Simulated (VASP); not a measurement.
# MgO (rock salt) (Fm-3m) in VASP: notebook, part 2 of 2

VASP 6.6.1.

### Step 3. Single point, LDA (volume scaled by 0.52)

Input file INCAR:

```
SYSTEM = MgO
PREC = Accurate
ENCUT = 600
EDIFF = 1E-6
ISMEAR = 0
SIGMA = 0.01
LREAL = .FALSE.
LASPH = .TRUE.
NELM = 120
ALGO = Normal
ISIF = 2
LWAVE = .FALSE.
LCHARG = .FALSE.
GGA = CA
NBANDS = 11
GGA_COMPAT = .FALSE.
```

Input file KPOINTS:

```
regular mesh
0
G
  10 10 10
  0 0 0
```

Input file POSCAR:

```
MgO
1.0
    0.0000000000      1.6927255444      1.6927255444
    1.6927255444      0.0000000000      1.6927255444
    1.6927255444      1.6927255444      0.0000000000
Mg O
1 1
Direct
    0.0000000000      0.0000000000      0.0000000000
    0.5000000000      0.5000000000      0.5000000000
```

Potentials or basis: VASP PAW LDA potentials, release 64 (Mg, O).

Run with:

```
$ cat potpaw_LDA.64/Mg/POTCAR potpaw_LDA.64/O/POTCAR > POTCAR
$ mpirun -np 1 vasp_std > vasp.out
```

Wall time 4.3 s (1 thread of Intel Xeon Platinum 8488C (Sapphire Rapids), shared host); peak memory 0.12 GiB.

It converged, with:

```yaml
Free_energy: -7.5969 eV
Pressure: 395.1 GPa
Band_gap_on_the_k_mesh: 8.38 eV, indirect (least direct gap 10.83 eV)
```

Levels at points of the mesh, in eV from the valence-band top:
| k point | band 2 | band 3 | band 4 | band 5 | band 6 | band 7 |
| --- | --- | --- | --- | --- | --- | --- |
| (0.00, 0.00, 0.00) | 0.00 | 0.00 | 0.00 | 14.21 | 18.73 | 18.73 |
| (0.50, 0.00, 0.00) | -8.58 | -2.01 | -2.01 | 12.62 | 20.65 | 23.84 |
| (0.50, 0.50, 0.00) | -7.38 | -2.45 | -2.45 | 8.38 | 19.25 | 21.58 |

### Step 4. Single point, LDA (volume scaled by 0.65)

Edit INCAR of step 3 so:

```diff
@@ -12,4 +12,5 @@
 LWAVE = .FALSE.
-LCHARG = .FALSE.
-GGA = CA
+LCHARG = .TRUE.
+LELF = .TRUE.
+LVHAR = .TRUE.
 NBANDS = 11
```

KPOINTS is that of step 3.

Input file POSCAR:

```
MgO
1.0
    0.0000000000      1.8234333167      1.8234333167
    1.8234333167      0.0000000000      1.8234333167
    1.8234333167      1.8234333167      0.0000000000
Mg O
1 1
Direct
    0.0000000000      0.0000000000      0.0000000000
    0.5000000000      0.5000000000      0.5000000000
```

Potentials or basis: VASP PAW LDA potentials, release 64 (Mg, O).

Run with:

```
$ cat potpaw_LDA.64/Mg/POTCAR potpaw_LDA.64/O/POTCAR > POTCAR
$ mpirun -np 1 vasp_std > vasp.out
```

OUTCAR:

```text
SYSTEM = MgO
   PREC = Accurate
   ENCUT = 600
   EDIFF = 1E-6
   ISMEAR = 0
   LREAL = .FALSE.
   LASPH = .TRUE.
   NELM = 120
   ISIF = 2

 ion  position               nearest neighbor table
   1  0.000  0.000  0.000-   2 1.82   2 1.82   2 1.82   2 1.82   2 1.82   2 1.82
   2  0.500  0.500  0.500-   1 1.82   1 1.82   1 1.82   1 1.82   1 1.82   1 1.82

  LATTYP: Found a face centered cubic cell.
 ALAT       =     3.6468666334

  Lattice vectors:

 A1 = (   0.0000000000,   1.8234333167,   1.8234333167)
 A2 = (   1.8234333167,   0.0000000000,   1.8234333167)
 A3 = (   1.8234333167,   1.8234333167,   0.0000000000)

Analysis of symmetry for initial positions (statically):
=====================================================================
 Subroutine PRICEL returns:
 Original cell was already a primitive cell.

 Routine SETGRP: Setting up the symmetry group for a
 face centered cubic supercell.

 Subroutine GETGRP returns: Found 48 space group operations
 (whereof 48 operations were pure point group operations)
 out of a pool of 48 trial point group operations.

The static configuration has the point symmetry O_h .

Analysis of symmetry for dynamics (positions and initial velocities):
=====================================================================
[... 176 lines left out ...]
      9      30.1541      0.00000
     10      32.4413      0.00000
     11      32.4413      0.00000
[... 309 lines left out ...]
 k-point    24 :       0.4000    0.3000    0.0000
  band No.  band energies     occupation
      1     -10.2576      2.00000
      2       1.7786      2.00000
      3       4.9722      2.00000
      4       5.3404      2.00000
      5      17.4569      0.00000
      6      22.1906      0.00000
      7      25.7197      0.00000
      8      31.2093      0.00000
      9      31.5518      0.00000
     10      37.3173      0.00000
     11      43.8203      0.00000

 [... further k-points ...]

------------------------ aborting loop because EDIFF is reached ----------------------------------------

  FORCE on cell =-STRESS in cart. coord.  units (eV):
  Direction    XX          YY          ZZ          XY          YZ          ZX
  --------------------------------------------------------------------------------------
  -------------------------------------------------------------------------------------
  Total       11.6582685     11.6582685     11.6582685     -0.0000000      0.0000000      0.0000000
  in kB     1540.4406914   1540.4406914   1540.4406914     -0.0000000      0.0000000      0.0000000
  external PRESSURE =    1540.4406914 kB  Pullay stress =       0.0000000 kB

 VOLUME and BASIS-vectors are now :
 -----------------------------------------------------------------------------
  energy-cutoff  :      600.00
  volume of cell :       12.13
      direct lattice vectors                 reciprocal lattice vectors
     0.000000000  1.823433317  1.823433317    -0.274207998  0.274207998  0.274207998
     1.823433317  0.000000000  1.823433317     0.274207998 -0.274207998  0.274207998
     1.823433317  1.823433317  0.000000000     0.274207998  0.274207998 -0.274207998

 POSITION                                       TOTAL-FORCE (eV/Angst)
 -----------------------------------------------------------------------------------
      0.00000      0.00000      0.00000        -0.000000     -0.000000      0.000000
      1.82343      1.82343      1.82343         0.000000      0.000000      0.000000
 -----------------------------------------------------------------------------------
    total drift:                               -0.000000     -0.000000      0.000000

  FREE ENERGIE OF THE ION-ELECTRON SYSTEM (eV)
  ---------------------------------------------------
  free  energy   TOTEN  =       -11.4843044581 eV

  energy  without entropy=      -11.4843044581  energy(sigma->0) =      -11.48430446
```

OSZICAR:

```text
N       E                     dE             d eps       ncg     rms          rms(c)
DAV:   1     0.174067613461E+02    0.17407E+02   -0.52861E+03  1170   0.763E+02
DAV:   2    -0.131514878460E+02   -0.30558E+02   -0.29544E+02  1204   0.161E+02
DAV:   3    -0.136058423856E+02   -0.45435E+00   -0.45401E+00  1240   0.164E+01
DAV:   4    -0.136064900279E+02   -0.64764E-03   -0.64763E-03  1171   0.690E-01
DAV:   5    -0.136064912222E+02   -0.11943E-05   -0.11943E-05  1211   0.270E-02    0.837E+00
DAV:   6    -0.115969240347E+02    0.20096E+01   -0.76327E+00  1082   0.177E+01    0.204E+00
DAV:   7    -0.115157175180E+02    0.81207E-01   -0.16885E-01  1178   0.293E+00    0.129E+00
DAV:   8    -0.114845182453E+02    0.31199E-01   -0.10416E-02  1088   0.117E+00    0.127E-01
DAV:   9    -0.114843438927E+02    0.17435E-03   -0.34021E-04  1214   0.128E-01    0.653E-02
DAV:  10    -0.114843050542E+02    0.38838E-04   -0.15347E-04  1118   0.906E-02    0.731E-03
DAV:  11    -0.114843044581E+02    0.59614E-06   -0.14708E-06   988   0.104E-02
   1 F= -.11484304E+02 E0= -.11484304E+02  d E =-.467500-122
```

Run time: 4.6 s. Hardware: 1 thread of Intel Xeon Platinum 8488C (Sapphire Rapids), shared host; peak memory 0.13 GiB.

What came out:

* Free energy: -11.4843 eV
* Pressure: 154.0 GPa
* Band gap on the k mesh: 8.86 eV, indirect (least direct gap 10.18 eV)

 A k mesh can miss the band edges.

### Step 5. Single point, LDA (volume scaled by 0.6)

Input file INCAR:

```
SYSTEM = MgO
ALGO = Normal
EDIFF = 1E-6
ENCUT = 600
GGA = CA
GGA_COMPAT = .False.
ISIF = 2
ISMEAR = 0
LASPH = .True.
LCHARG = .False.
LREAL = .False.
LWAVE = .False.
NBANDS = 11
NELM = 120
PREC = Accurate
SIGMA = 0.01
```

Input file KPOINTS:

```
k-points
0
Gamma
  10 10 10
  0 0 0
```

Input file POSCAR:

```
MgO
1.0
    0.0000000000      1.7754257605      1.7754257605
    1.7754257605      0.0000000000      1.7754257605
    1.7754257605      1.7754257605      0.0000000000
Mg O
1 1
Direct
    0.0000000000      0.0000000000      0.0000000000
    0.5000000000      0.5000000000      0.5000000000
```

Run with:

```
$ cat potpaw_LDA.64/Mg/POTCAR potpaw_LDA.64/O/POTCAR > POTCAR
$ mpirun -np 1 vasp_std > vasp.out
```

Run time: 4.2 s. Hardware: 1 thread of Intel Xeon Platinum 8488C (Sapphire Rapids), shared host; peak memory 0.12 GiB.

The run converged. Its results:

```yaml
Free_energy: -10.3976 eV
Pressure: 221.4 GPa
Band_gap_on_the_k_mesh: 8.73 eV, indirect (least direct gap 10.94 eV)
```

Levels at points of the mesh, in eV from the valence-band top:
```
           k point  band 1  band 2  band 3  band 4  band 5  band 6  band 7  band 8  band 9
(0.00, 0.00, 0.00)  -20.52    0.00    0.00    0.00   11.52   18.12   18.12   18.12   23.74
(0.50, 0.00, 0.00)  -17.30   -7.56   -1.59   -1.59   11.43   18.72   21.91   21.91   29.20
(0.50, 0.50, 0.00)  -17.01   -6.63   -2.21   -2.21    8.73   16.66   19.35   27.96   27.96
```

### Step 6. Summary

| cell | gap on the mesh (eV) | pressure (GPa) |
| --- | --- | --- |
| a = 2.454 Å, angles 60.0°, 2 atoms | 8.58 | 295.4 |
| a = 2.394 Å, angles 60.0°, 2 atoms | 8.38 | 395.1 |
| a = 2.579 Å, angles 60.0°, 2 atoms | 8.86 | 154.0 |
| a = 2.511 Å, angles 60.0°, 2 atoms | 8.73 | 221.4 |

Alike in all rows: task single point; level LDA; potentials or basis VASP PAW LDA potentials, release 64 (Mg, O); no spin polarisation; k mesh 10 × 10 × 10; cutoff (eV) 600; smearing gaussian 0.01 eV.

Total energies depend on the potentials used, so only differences within one code and one set of settings carry meaning.
